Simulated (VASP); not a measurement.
Set up this calculation in VASP 6.6.1, as the native input.

| Quantity | Value |
| --- | --- |
| Task | single point |
| Functional | PBEsol |
| Potentials or basis | VASP PAW PBE potentials, release 64 (K_sv) |
| Cutoff | 520 eV |
| k mesh | 14 × 14 × 14 |
| Occupations | gaussian, width 0.15 eV |
| Spin | no spin polarisation |
| Dipole correction | no |
| Further INCAR settings | ALGO = Normal; EDIFF = 1e-06; NBANDS = 10 |

The structure of K lies in POSCAR:

```
K
1.0
   -2.6538674707      2.6538674707      2.5477127719
    2.6538674707     -2.6538674707      2.5477127719
    2.6538674707      2.6538674707     -2.5477127719
K
1
Direct
    0.0000000000      0.0000000000      0.0000000000
```

This cell differs from its parent crystal: ratio of the length along z to the lengths across it x 0.96, volume and fractional coordinates fixed.

These files were run (other wordings do the same):

INCAR

```
PREC     = Accurate       # precision mode
ENCUT    = 520            # plane-wave cutoff, eV
EDIFF    = 1E-6           # SCF threshold, eV
ISMEAR   = 0              # smearing method
SIGMA    = 0.15           # smearing width, eV
LREAL    = F              # projectors in reciprocal space
LASPH    = T              # aspherical terms in the spheres
NELM     = 100            # most SCF steps
ALGO     = Normal         # electronic algorithm
ISIF     = 2              # what is computed and relaxed
LWAVE    = F              # write WAVECAR
LCHARG   = F              # write CHGCAR
GGA      = PS             # functional
NBANDS   = 10             # bands
```

KPOINTS

```
regular mesh
0
Gamma
  14 14 14
```

Potentials or basis: VASP PAW PBE potentials, release 64 (K_sv).

Command:

```sh
$ cat potpaw_PBE.64/K_sv/POTCAR > POTCAR
$ mpirun -np 1 vasp_std > vasp.out
```

Results of the run:

```yaml
Pressure: -0.1 GPa
```

Caveat: the PAW data sets were made with another functional, which shifts forces and pressure a little.

Wall time 86 s on 1 thread of AMD EPYC 9R45 96-Core Processor (Zen 5), on a shared host, peak memory 0.28 GiB.
